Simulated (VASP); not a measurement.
Input of a VASP 6.6.1 run:

The input POSCAR:

```
InPt3
1.0
    4.0421798800      0.0000000000      0.0000000000
    0.0000000000      4.0421798800      0.0000000000
    0.0000000000      0.0000000000      4.0421798800
In Pt
1 3
Direct
    0.0000000000      0.0000000000      0.0000000000
    0.5000000000      0.5000000000      0.0000000000
    0.0000000000      0.5000000000      0.5000000000
    0.5000000000      0.0000000000      0.5000000000
```

The input INCAR.step1:

```
SYSTEM = InPt3
  PREC = Accurate
  ENCUT = 520
  ISMEAR = -1
  SIGMA = 0.1
  LREAL = .FALSE.
  LASPH = .TRUE.
  NELM = 80
  NBANDS = 30
  GGA = PE
  ALGO = Normal
  EDIFF = 1E-4
  LWAVE = .TRUE.
  LCHARG = .FALSE.
```

File INCAR.step2:

```
SYSTEM = InPt3
  PREC = Accurate
  ENCUT = 520
  EDIFF = 1E-7
  ISMEAR = -1
  SIGMA = 0.1
  LREAL = .FALSE.
  LASPH = .TRUE.
  NELM = 80
  ALGO = Normal
  ISIF = 2
  LWAVE = .FALSE.
  LCHARG = .FALSE.
  METAGGA = R2SCAN
  LMIXTAU = .TRUE.
  NBANDS = 30
  ISTART = 1
```

Contents of KPOINTS:

```
Automatic mesh
0
G
  8 8 8
  0 0 0
```

Potentials or basis: VASP PAW PBE potentials, release 64 (In_d, Pt).

Launch:

```sh
$ cat potpaw_PBE.64/In_d/POTCAR potpaw_PBE.64/Pt/POTCAR > POTCAR
$ cp INCAR.step1 INCAR
$ mpirun -np 1 vasp_std > vasp.out
$ cp INCAR.step2 INCAR
$ mpirun -np 1 vasp_std > vasp.out
```

**Question.** What does it give for the pressure?

**Answer.** -3.5 GPa.

Caveat: the PAW data sets were made with another functional, which shifts forces and pressure a little.
